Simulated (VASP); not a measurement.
# SnO2 (Pa-3) in VASP: notebook

Aim: see how the results for SnO2 move with the level of theory and the settings. Levels: LDA, PBE+D3(BJ). Tasks: single point, relaxation of cell and atoms.

Everything below comes from runs of VASP 6.6.1. Logs are shortened: lines on timing, memory, paths and dates and some standing lists are left out, and cuts for length are marked.

**1. The cell of the first run**

Symmetry: Pa-3, No. 205, cubic system. Conventional cell: a = 5.053 Å, b = 5.053 Å, c = 5.053 Å, α = 90.00°, β = 90.00°, γ = 90.00°. Sn (site symmetry -3) has 6 O at 2.06 Å within 2.7 Å. O (site symmetry 3) has 4 Sn at 2.06 to 2.98 Å and 7 O at 2.69 to 2.80 Å within 3.0 Å.

**2. Single point, LDA**

INCAR reads:

```
PREC     = Accurate       # precision mode
ENCUT    = 520            # plane-wave cutoff, eV
EDIFF    = 1E-6           # SCF threshold, eV
ISMEAR   = -1             # smearing method
SIGMA    = 0.05           # smearing width, eV
LREAL    = False          # projectors in reciprocal space
LASPH    = True           # aspherical terms in the spheres
NELM     = 80             # most SCF steps
ALGO     = Normal         # electronic algorithm
ISIF     = 2              # what is computed and relaxed
LWAVE    = False          # write WAVECAR
LCHARG   = False          # write CHGCAR
NBANDS   = 64             # bands
```

KPOINTS reads:

```
regular mesh
0
Gamma
  4 4 4
```

POSCAR reads:

```
SnO2
1.0
    5.0534093806      0.0000000000      0.0000000000
    0.0000000000      5.0534093806      0.0000000000
    0.0000000000      0.0000000000      5.0534093806
Sn O
4 8
Direct
    0.0000000000      0.0000000000      0.0000000000
    0.5000000000      0.0000000000      0.5000000000
    0.5000000000      0.5000000000      0.0000000000
    0.0000000000      0.5000000000      0.5000000000
    0.6600010326      0.8399989674      0.1600010326
    0.8399989674      0.1600010326      0.6600010326
    0.1600010326      0.6600010326      0.8399989674
    0.3399989674      0.3399989674      0.3399989674
    0.6600010326      0.6600010326      0.6600010326
    0.8399989674      0.3399989674      0.1600010326
    0.1600010326      0.8399989674      0.3399989674
    0.3399989674      0.1600010326      0.8399989674
```

Potentials or basis: VASP PAW LDA potentials, release 64 (Sn_d, O).

Run with:

```
$ cat potpaw_LDA.64/Sn_d/POTCAR potpaw_LDA.64/O/POTCAR > POTCAR
$ mpirun -np 1 vasp_std > vasp.out
```

OUTCAR:

```text
PREC = Accurate
   ENCUT = 520
   EDIFF = 1E-6
   ISMEAR = -1
   LREAL = False
   LASPH = True
   NELM = 80
   ISIF = 2

 ion  position               nearest neighbor table
   1  0.000  0.000  0.000-   5 2.06   7 2.06  10 2.06  12 2.06  11 2.06   6 2.06   2 3.57   3 3.57
                             4 3.57   2 3.57   4 3.57   3 3.57   4 3.57   4 3.57   2 3.57   3 3.57
   2  0.500  0.000  0.500-   6 2.06   8 2.06   9 2.06  11 2.06   5 2.06  12 2.06   1 3.57   3 3.57
                             4 3.57   1 3.57   3 3.57   3 3.57   4 3.57   3 3.57   1 3.57   4 3.57
   3  0.500  0.500  0.000-   5 2.06   7 2.06  10 2.06  12 2.06   8 2.06   9 2.06   1 3.57   2 3.57
                             4 3.57   2 3.57   4 3.57   1 3.57   2 3.57   2 3.57   1 3.57   4 3.57
   4  0.000  0.500  0.500-   6 2.06   8 2.06   9 2.06  11 2.06  10 2.06   7 2.06   1 3.57   2 3.57
                             3 3.57   1 3.57   3 3.57   1 3.57   2 3.57   1 3.57   2 3.57   3 3.57
   5  0.660  0.840  0.160-   1 2.06   3 2.06   2 2.06
   6  0.840  0.160  0.660-   2 2.06   4 2.06   1 2.06
   7  0.160  0.660  0.840-   1 2.06   3 2.06   4 2.06
   8  0.340  0.340  0.340-   2 2.06   4 2.06   3 2.06
   9  0.660  0.660  0.660-   2 2.06   4 2.06   3 2.06
  10  0.840  0.340  0.160-   1 2.06   3 2.06   4 2.06
  11  0.160  0.840  0.340-   2 2.06   4 2.06   1 2.06
  12  0.340  0.160  0.840-   1 2.06   3 2.06   2 2.06

  LATTYP: Found a simple cubic cell.
 ALAT       =     5.0534093806

  Lattice vectors:

 A1 = (   5.0534093806,   0.0000000000,   0.0000000000)
 A2 = (   0.0000000000,   5.0534093806,   0.0000000000)
 A3 = (   0.0000000000,   0.0000000000,   5.0534093806)

Analysis of symmetry for initial positions (statically):
=====================================================================
 Subroutine PRICEL returns:
 Original cell was already a primitive cell.

 Routine SETGRP: Setting up the symmetry group for a
 simple cubic supercell.

 Subroutine GETGRP returns: Found 24 space group operations
 (whereof  6 operations were pure point group operations)
 out of a pool of 48 trial point group operations.

The static configuration has the point symmetry S_6 .
 The point group associated with its full space group is T_h .

Analysis of symmetry for dynamics (positions and initial velocities):
=====================================================================
 Subroutine PRICEL returns:
 Original cell was already a primitive cell.

 Routine SETGRP: Setting up the symmetry group for a
 simple cubic supercell.

 Subroutine GETGRP returns: Found 24 space group operations
 (whereof  6 operations were pure point group operations)
[... 123 lines left out ...]
   EFERMI =   0.00;   METHOD = LEGACY
   ISMEAR =    -1;   SIGMA  =   0.05  broadening in eV -4-tet -1-fermi 0-gaus
   EFERMI_NEDOS =   21; number of points for ismear=-14 and -15
   IALGO  =     38    algorithm
   IMIX   =      4    mixing-type and parameters
     AMIX     =   0.40;   BMIX     =  1.00
     AMIX_MAG =   1.60;   BMIX_MAG =  1.00
  volume/ion in A,a.u.               =      10.75        72.57
  Fermi-wavevector in a.u.,A,eV,Ry     =   1.523473  2.878947 31.578719  2.320970
  Thomas-Fermi vector in A             =   2.631912
   LORBIT       =      0    0 simple, 1 ext, 2 COOP (PROOUT), +10 PAW based schemes
   GGA     = CA    functional components
   LHFCALC =     F    Hartree Fock is set to
   AEXX    =    0.0000 exact exchange contribution
   IVDW    =     0    specifies the selected vdW correction
   LEPSILON=     F    determine dielectric tensor
   LRPA    =     F    only Hartree local field effects (RPA)
 non-spin polarized calculation
  energy-cutoff  :      520.00
  volume of cell :      129.05
 maximum number of plane-waves:      3514
 NGX is ok and might be reduce to    40
   NGX = 19   NGY = 19   NGZ = 19

 number of electron     104.0000069 magnetization

 Free energy of the ion-electron system (eV)
  ---------------------------------------------------
  ext. energy  EPLUGINS =         0.00000000
  ---------------------------------------------------
  free energy    TOTEN  =       -83.70015140 eV

  energy without entropy =      -83.70015053  energy(sigma->0) =      -83.70015096

 E-fermi :   7.8755     XC(G=0): -12.5206

 val. band max:        7.1741573617   @ k =   0.5000   0.0000   0.0000
 cond. band min:       8.4161142282   @ k =   0.0000   0.0000   0.0000
 fundamental gap:      1.2419568665
 Fermi energy:         7.8755347659

 k-point     1 :       0.0000    0.0000    0.0000
  band No.  band energies     occupation
      1     -13.5965      2.00000
      2     -13.5965      2.00000
      3     -13.5965      2.00000
      4     -12.7202      2.00000
      5     -12.7202      2.00000
      6     -12.7202      2.00000
[... 726 lines left out ...]
     63      18.5776      0.00000
     64      18.5778      0.00000

------------------------ aborting loop because EDIFF is reached ----------------------------------------

  FORCE on cell =-STRESS in cart. coord.  units (eV):
  Direction    XX          YY          ZZ          XY          YZ          ZX
  --------------------------------------------------------------------------------------
  -------------------------------------------------------------------------------------
  Total        2.4919860      2.4919860      2.4919860      0.0000000      0.0000000     -0.0000000
  in kB       30.9387473     30.9387473     30.9387473      0.0000000      0.0000000     -0.0000000
  external PRESSURE =      30.9387473 kB  Pullay stress =       0.0000000 kB

 VOLUME and BASIS-vectors are now :
 -----------------------------------------------------------------------------
  energy-cutoff  :      520.00
  volume of cell :      129.05
      direct lattice vectors                 reciprocal lattice vectors
     5.053409381  0.000000000  0.000000000     0.197886204  0.000000000  0.000000000
     0.000000000  5.053409381  0.000000000     0.000000000  0.197886204  0.000000000
     0.000000000  0.000000000  5.053409381     0.000000000  0.000000000  0.197886204

 POSITION                                       TOTAL-FORCE (eV/Angst)
 -----------------------------------------------------------------------------------
      0.00000      0.00000      0.00000         0.000000     -0.000000      0.000000
      2.52670      0.00000      2.52670         0.000000     -0.000000      0.000000
      2.52670      2.52670      0.00000         0.000000     -0.000000      0.000000
      0.00000      2.52670      2.52670         0.000000     -0.000000      0.000000
      3.33526      4.24486      0.80855        -0.001238      0.001238     -0.001238
      4.24486      0.80855      3.33526         0.001238     -0.001238     -0.001238
      0.80855      3.33526      4.24486        -0.001238     -0.001238      0.001238
      1.71815      1.71815      1.71815         0.001238      0.001238      0.001238
      3.33526      3.33526      3.33526        -0.001238     -0.001238     -0.001238
      4.24486      1.71815      0.80855         0.001238      0.001238     -0.001238
      0.80855      4.24486      1.71815        -0.001238      0.001238      0.001238
      1.71815      0.80855      4.24486         0.001238     -0.001238      0.001238
 -----------------------------------------------------------------------------------
    total drift:                                0.000000      0.000000      0.000000

  FREE ENERGIE OF THE ION-ELECTRON SYSTEM (eV)
  ---------------------------------------------------
  free  energy   TOTEN  =       -83.7001513993 eV

  energy  without entropy=      -83.7001505273  energy(sigma->0) =      -83.70015096
```

stdout:

```text
POSCAR found type information on POSCAR SnO
 POSCAR found :  2 types and      12 ions
 scaLAPACK will be used
 LDA part: xc-table for (Slater(with rela. corr.)+CA(PZ))
 , standard interpolation
 POSCAR, INCAR and KPOINTS ok, starting setup
 FFT: planning ... GRIDC
 FFT: planning ... GRID_SOFT
 FFT: planning ... GRID
 WAVECAR not read
 entering main loop
```

Run time: 2.1 min. Hardware: 1 thread of Intel Xeon 8259CL, shared host; peak memory 0.23 GiB.

What came out:

```yaml
Free_energy: -83.7002 eV
Pressure: 3.1 GPa
Band_gap_on_the_k_mesh: 1.24 eV (least direct gap 1.31 eV)
```

Forces in eV/Å, atoms in the order of the input:
```
Sn   0.000  0.000  0.000
Sn   0.000  0.000  0.000
Sn   0.000  0.000  0.000
Sn   0.000  0.000  0.000
O   -0.001  0.001 -0.001
O    0.001 -0.001 -0.001
O   -0.001 -0.001  0.001
O    0.001  0.001  0.001
O   -0.001 -0.001 -0.001
O    0.001  0.001 -0.001
O   -0.001  0.001  0.001
O    0.001 -0.001  0.001
```

Caveat: the cell stands under pressure; spin-orbit coupling is left out, which moves the levels of the heavy elements.

**3. Relaxation of cell and atoms, LDA, target pressure 2 GPa, at which the enthalpy is minimised**

This run uses another cell than the first one, of 11.55 Å³/atom.

INCAR reads:

```
PREC = Accurate ; ENCUT = 600
EDIFF = 1E-7 ; ISMEAR = -1
SIGMA = 0.05 ; LREAL = F
LASPH = T ; NELM = 60
ALGO = Normal ; ISIF = 3
LWAVE = F ; LCHARG = F
IBRION = 2 ; NSW = 60
EDIFFG = -0.01 ; PSTRESS = 20.0
```

KPOINTS reads:

```
Automatic mesh
0
Gamma
  4 4 4
```

POSCAR reads:

```
SnO2
1.0
    5.1752560000      0.0000000000      0.0000000000
    0.0000000000      5.1752560000      0.0000000000
    0.0000000000      0.0000000000      5.1752560000
Sn O
4 8
Direct
    0.0000000000      0.0000000000      0.0000000000
    0.5000000000      0.0000000000      0.5000000000
    0.5000000000      0.5000000000      0.0000000000
    0.0000000000      0.5000000000      0.5000000000
    0.6610980000      0.8389020000      0.1610980000
    0.8389020000      0.1610980000      0.6610980000
    0.1610980000      0.6610980000      0.8389020000
    0.3389020000      0.3389020000      0.3389020000
    0.6610980000      0.6610980000      0.6610980000
    0.8389020000      0.3389020000      0.1610980000
    0.1610980000      0.8389020000      0.3389020000
    0.3389020000      0.1610980000      0.8389020000
```

Potentials or basis: VASP PAW LDA potentials, release 64 (Sn_d, O).

Run with:

```
$ cat potpaw_LDA.64/Sn_d/POTCAR potpaw_LDA.64/O/POTCAR > POTCAR
$ mpirun -np 1 vasp_std > vasp.out
```

It took 13 min on 1 thread of Intel Xeon 8259CL, shared host; peak memory 0.27 GiB.

It converged, with:

- Free energy: -83.7553 eV
- Relaxed volume: 10.79 Å³/atom
- Relaxed cell: a = 5.059 Å, b = 5.059 Å, c = 5.059 Å, α = 90.00°, β = 90.00°, γ = 90.00°
- Space group after relaxing (to 0.1 Å): Pa-3 (No. 205)
- Energy change on relaxing (the run minimises the enthalpy): -25.7 meV/atom
- Ionic steps: 8
- Pressure after relaxing: 2.0 GPa
- Band gap on the k mesh: 1.21 eV (least direct gap 1.28 eV)

Step by step:
```csv
step,energy change (eV),largest force (eV/Å),pressure (GPa),volume (Å³)
1,0.0000,0.0390,-11.89,138.61
2,0.5090,0.1412,25.77,119.47
3,-0.3098,0.0299,1.70,129.69
4,-0.3078,0.0315,2.01,129.52
5,-0.3080,0.0272,2.02,129.51
6,-0.3083,0.0145,2.02,129.49
7,-0.3078,0.0122,2.02,129.44
8,-0.3083,0.0001,2.02,129.46
```

Final structure:
```
Sn O
1.0
     5.05877    0.00000    0.00000
     0.00000    5.05877    0.00000
     0.00000    0.00000    5.05877
Sn O
4 8
Direct
  0.00000 0.00000 0.00000
  0.50000 0.00000 0.50000
  0.50000 0.50000 0.00000
  0.00000 0.50000 0.50000
  0.66007 0.83993 0.16007
  0.83993 0.16007 0.66007
  0.16007 0.66007 0.83993
  0.33993 0.33993 0.33993
  0.66007 0.66007 0.66007
  0.83993 0.33993 0.16007
  0.16007 0.83993 0.33993
  0.33993 0.16007 0.83993
```

Levels at points of the mesh, in eV from the valence-band top:
```csv
k point,band 50,band 51,band 52,band 53,band 54,band 55
"(0.00, 0.00, 0.00)",-0.07,-0.07,-0.07,1.21,6.32,6.32
"(0.50, 0.00, 0.00)",-0.48,0.00,0.00,4.23,4.23,5.31
"(0.50, 0.50, 0.00)",-0.32,-0.32,-0.32,5.05,5.05,5.05
"(0.50, 0.50, 0.50)",-0.65,-0.65,-0.65,5.58,5.58,5.58
```

Caveat: the cell is relaxed towards a set pressure, so the run minimises the enthalpy, not the energy; spin-orbit coupling is left out, which moves the levels of the heavy elements.

**4. Relaxation of cell and atoms, PBE+D3(BJ)**

This run uses another cell than the first one, of 11.55 Å³/atom.

INCAR reads:

```
SYSTEM = SnO2
PREC     = Accurate       ! precision mode
ENCUT    = 600            ! plane-wave cutoff, eV
EDIFF    = 1E-6           ! SCF threshold, eV
ISMEAR   = -1             ! smearing method
SIGMA    = 0.05           ! smearing width, eV
LREAL    = .FALSE.        ! projectors in reciprocal space
LASPH    = .TRUE.         ! aspherical terms in the spheres
NELM     = 60             ! most SCF steps
ALGO     = Normal         ! electronic algorithm
ISIF     = 3              ! what is computed and relaxed
LWAVE    = .FALSE.        ! write WAVECAR
LCHARG   = .FALSE.        ! write CHGCAR
GGA      = PE             ! functional
IVDW     = 12             ! dispersion correction
IBRION   = 2              ! ionic algorithm
NSW      = 60             ! ionic steps
EDIFFG   = -0.01          ! ionic threshold
```

KPOINTS reads:

```
regular mesh
0
G
  5 5 5
  0 0 0
```

POSCAR is that of step 3.

Potentials or basis: VASP PAW PBE potentials, release 64 (Sn_d, O).

Run with:

```
$ cat potpaw_PBE.64/Sn_d/POTCAR potpaw_PBE.64/O/POTCAR > POTCAR
$ mpirun -np 1 vasp_std > vasp.out
```

Wall time 25 min (1 thread of Intel Xeon 8259CL, shared host); peak memory 0.33 GiB.

The run converged. Its results:

* Free energy: -76.2323 eV
* Relaxed volume: 11.34 Å³/atom
* Relaxed cell: a = 5.144 Å, b = 5.144 Å, c = 5.144 Å, α = 90.00°, β = 90.00°, γ = 90.00°
* Space group after relaxing (to 0.1 Å): Pa-3 (No. 205)
* Energy gained by relaxing: 2.3 meV/atom
* Ionic steps: 10
* Pressure after relaxing: 0.0 GPa
* Band gap on the k mesh: 0.73 eV (least direct gap 0.79 eV)
* Dispersion energy per atom: -0.235 eV

The path:
```
step  energy change (eV)  largest force (eV/Å)  pressure (GPa)  volume (Å³)
   1              0.0000                0.0077           -3.40       138.61
   2              0.0016                0.0408            3.79       133.75
   3             -0.0265                0.0236           -0.02       136.18
   4             -0.0265                0.0238            0.11       136.13
   5             -0.0267                0.0196           -0.14       136.26
   6             -0.0267                0.0184           -0.22       136.31
   7             -0.0268                0.0170           -0.20       136.30
   8             -0.0270                0.0107           -0.20       136.29
   9             -0.0272                0.0009           -0.18       136.26
  10             -0.0273                0.0009            0.02       136.11
```

Final structure:
```cif
data_structure
_symmetry_space_group_name_H-M 'P 1'
_symmetry_Int_Tables_number 1
_cell_length_a 5.1440
_cell_length_b 5.1440
_cell_length_c 5.1440
_cell_angle_alpha 90.000
_cell_angle_beta 90.000
_cell_angle_gamma 90.000
_cell_volume 136.11
loop_
_atom_site_label
_atom_site_type_symbol
_atom_site_fract_x
_atom_site_fract_y
_atom_site_fract_z
_atom_site_occupancy
Sn1 Sn 0.00000 0.00000 0.00000 1
Sn2 Sn 0.50000 0.00000 0.50000 1
Sn3 Sn 0.50000 0.50000 0.00000 1
Sn4 Sn 0.00000 0.50000 0.50000 1
O1 O 0.66025 0.83975 0.16025 1
O2 O 0.83975 0.16025 0.66025 1
O3 O 0.16025 0.66025 0.83975 1
O4 O 0.33975 0.33975 0.33975 1
O5 O 0.66025 0.66025 0.66025 1
O6 O 0.83975 0.33975 0.16025 1
O7 O 0.16025 0.83975 0.33975 1
O8 O 0.33975 0.16025 0.83975 1
```

Levels at points of the mesh, in eV from the valence-band top:
```
           k point  band 48  band 49  band 50  band 51  band 52  band 53  band 54  band 55  band 56  band 57
(0.00, 0.00, 0.00)    -0.71    -0.30    -0.06    -0.06    -0.06     0.73     5.93     5.93     5.93     7.49
```

Caveat: semilocal functionals underestimate gaps, and a narrow one can read as zero; spin-orbit coupling is left out, which moves the levels of the heavy elements; an odd mesh through Γ misses points on the zone boundary, where band edges can lie.

**5. Summary**

| task | level | potentials or basis | cell | k mesh | cutoff (eV) | gap on the mesh (eV) | pressure (GPa) |
| --- | --- | --- | --- | --- | --- | --- | --- |
| single point | LDA | VASP PAW LDA potentials, release 64 (Sn_d, O) | a = 5.053 Å, 12 atoms, atomic positions A | 4 × 4 × 4 | 520 | 1.24 | 3.1 |
| relaxation of cell and atoms | LDA | VASP PAW LDA potentials, release 64 (Sn_d, O) | relaxed to 2 GPa from a = 5.175 Å, 12 atoms, atomic positions B | 4 × 4 × 4 | 600 | 1.21 | 2.0 |
| relaxation of cell and atoms | PBE+D3(BJ) | VASP PAW PBE potentials, release 64 (Sn_d, O) | relaxed from a = 5.175 Å, 12 atoms, atomic positions B | 5 × 5 × 5 | 600 | 0.73 | 0.0 |

Alike in all rows: no spin polarisation; smearing fermi-dirac 0.05 eV.

Caveats: spin-orbit coupling is left out, which moves the levels of the heavy elements; the cell stands under pressure (at least some runs); the cell is relaxed towards a set pressure, so the run minimises the enthalpy, not the energy (at least some runs); semilocal functionals underestimate gaps, and a narrow one can read as zero (at least some runs); an odd mesh through Γ misses points on the zone boundary, where band edges can lie (at least some runs).

Absolute energies hang on the potentials; compare differences alone.
